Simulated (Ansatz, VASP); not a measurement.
**TaN: VASP beside Ansatz**

```
Ta N
1.0
     4.99689    0.00000    0.00000
    -2.49844    4.32743    0.00000
     0.00000    0.00000    2.67130
Ta N
3 3
Cartesian
  0.0000 0.0000 0.0000
  0.0000 2.8850 1.3357
  2.4984 1.4425 1.3357
  2.4984 0.0000 0.0000
  1.2492 2.1637 0.0000
  -1.2492 2.1637 0.0000
```

Change from the starting cell: strain -0.040 along x and y, -0.080 along z, atoms carried along.

Alike in both runs: task single point; functional PBEsol; k mesh 12 × 12 × 16; occupations gaussian, width 0.15 eV; no spin polarisation.

```csv
,VASP,Ansatz
version,VASP 6.6.1,Ansatz 0.2.0
potentials or method,"VASP PAW PBE potentials, release 64 (Ta_pv, N), cutoff 520 eV","scalar-relativistic, plane waves, PAW"
valence electrons in the cell,48,54
```

Ansatz gave:

- gap on the k mesh at the Fermi level (eV): none
- pressure (GPa): 81.5
- traceless stress, the component that is largest in VASP (GPa): 38.88

Problem. Estimate VASP's values.

Solution. gap on the k mesh at the Fermi level (eV): none; pressure (GPa): 84.1; traceless stress, the component that is largest in VASP (GPa): 39.57.

VASP's potentials were made for PBE, not for PBEsol. A gap of «none» marks a metal or a gap that the smearing closes. Both programs put the cell under a high pressure, so it lies far from rest at this level. VASP's potentials hold 48 valence electrons a cell and Ansatz's 54, so a difference there can come from the potentials and not from the codes.

Neither program's run includes spin-orbit coupling. Noted on VASP's run: the cell as given lies far from equilibrium.
